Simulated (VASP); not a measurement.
## MgZnO4: single point with PBE

The system is MgZnO4.

```
Mg Zn O
1.0
     4.67014    0.00000    0.00000
    -2.33507    4.04446    0.00000
     0.00000    0.00000    3.63688
Mg Zn O
1 1 4
Direct
  0.66667 0.33333 0.00000
  0.00000 0.00000 0.00000
  0.33333 0.66667 0.00000
  0.66531 0.83266 0.50000
  0.16734 0.83266 0.50000
  0.16734 0.33469 0.50000
```

The cell was generated, and may not be a known phase.

| Item | Value |
| --- | --- |
| Program | VASP 6.6.1 |
| Task | single point |
| Functional | PBE |
| Potentials or basis | VASP PAW PBE potentials, release 64 (Mg_sv, Zn, O) |
| Cutoff | 840 eV |
| k mesh | 6 × 6 × 6 |
| Occupations | gaussian, width 0.1 eV |
| Spin | collinear spin, ferromagnetic start |
| Starting moments | [0.0, 0.0, 1.0, 1.0, 1.0, 1.0] μB |

* Pressure: -5.1 GPa
* Largest force: 1.062 eV/Å
* Net moment: 1.83 μB per cell
* Site moments: Mg -0.01; Zn -0.01; O +0.83, +0.28 (each value once) μB
* Valence electrons inside the program's atomic spheres: Mg 8.03; Zn 10.61; O 4.71, 4.73 (each value once)

Forces in eV/Å, atoms in the order of the input:
```
Mg   0.000  0.000  0.000
Zn   0.000  0.000  0.000
O    0.000  0.000  0.000
O    0.919  0.531  0.000
O   -0.919  0.531  0.000
O    0.000 -1.062  0.000
```

Stress tensor (GPa, compression positive):
```
-2.85  0.00  0.00
 0.00 -2.85  0.00
 0.00  0.00 -9.70
```

Levels at points of the mesh, in eV from the Fermi level:
Spin up:
```csv
k point,band 20,band 21,band 22,band 23,band 24,band 25,band 26,band 27,band 28,band 29
"(0.00, 0.00, 0.00)",-1.57,-1.57,-0.85,-0.81,-0.18,0.35,0.35,4.46,5.35,5.35
"(0.50, 0.00, 0.00)",-2.29,-1.99,-1.59,-1.35,0.12,0.25,1.96,2.28,5.73,7.28
"(0.00, 0.00, 0.50)",-1.23,-0.67,-0.67,-0.15,0.37,0.37,2.29,3.73,5.00,5.00
"(0.50, 0.00, 0.50)",-2.29,-1.70,-1.03,-0.38,-0.27,0.27,2.34,3.66,5.53,5.66
```
Spin down:
| k point | band 20 | band 21 | band 22 | band 23 | band 24 | band 25 |
| --- | --- | --- | --- | --- | --- | --- |
| (0.00, 0.00, 0.00) | -1.09 | -1.09 | -0.80 | 0.43 | 0.93 | 0.93 |
| (0.50, 0.00, 0.00) | -1.75 | -1.38 | -1.11 | -0.63 | 0.84 | 1.89 |
| (0.00, 0.00, 0.50) | 0.15 | 0.15 | 0.47 | 0.94 | 0.94 | 0.98 |
| (0.50, 0.00, 0.50) | -1.79 | -1.17 | -0.16 | 0.52 | 0.86 | 1.61 |

Wall time 13 min on 1 thread of Intel(R) Xeon(R) Platinum 8488C (Sapphire Rapids), on a shared host, peak memory 0.46 GiB.

Caveat: the stress differs along the axes, from -10 to -3 GPa; forces of over 1 eV/Å act on the atoms, so gaps and moduli don't describe the material at rest.
